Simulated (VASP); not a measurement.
Crystal: GdO.

```xyz
2
Lattice="0.0000 2.7179 2.7179 2.7179 0.0000 2.7179 2.7179 2.7179 0.0000" Properties=species:S:1:pos:R:3 pbc="T T T"
Gd    0.0000    0.0000    0.0000
O     4.0768    4.0768    4.0768
```

Base run:

```yaml
Program: VASP 6.6.1
Functional: PBEsol
Potentials_or_basis: VASP PAW PBE potentials, release 64 (Gd, O)
Cutoff: 520 eV
k_mesh: 9 × 9 × 9
Occupations: fermi-dirac, width 0.05 eV
Spin: collinear spin, ferromagnetic start
Starting_moments: "[7.0, 0.0] μB"
```

Its results: pressure -6.0 GPa; net moment 7.52 μB per cell; site moments Gd +6.86; O -0.03 μB.

Problem. The run is repeated on the same cell with these changes: functional from PBEsol to PBE; further incar settings from ALGO = Normal; EDIFF = 1e-06; NBANDS = 23 to ALGO = Normal; EDIFF = 1e-07; NBANDS = 23. What comes out?

Solution. Pressure -2.3 GPa; net moment 7.56 μB per cell; site moments Gd +6.87; O -0.02 μB.

Caveats: a cell with one magnetic atom can't hold antiferromagnetic order, which such compounds often take; the PAW data sets were made with another functional, which shifts forces and pressure a little (some runs).
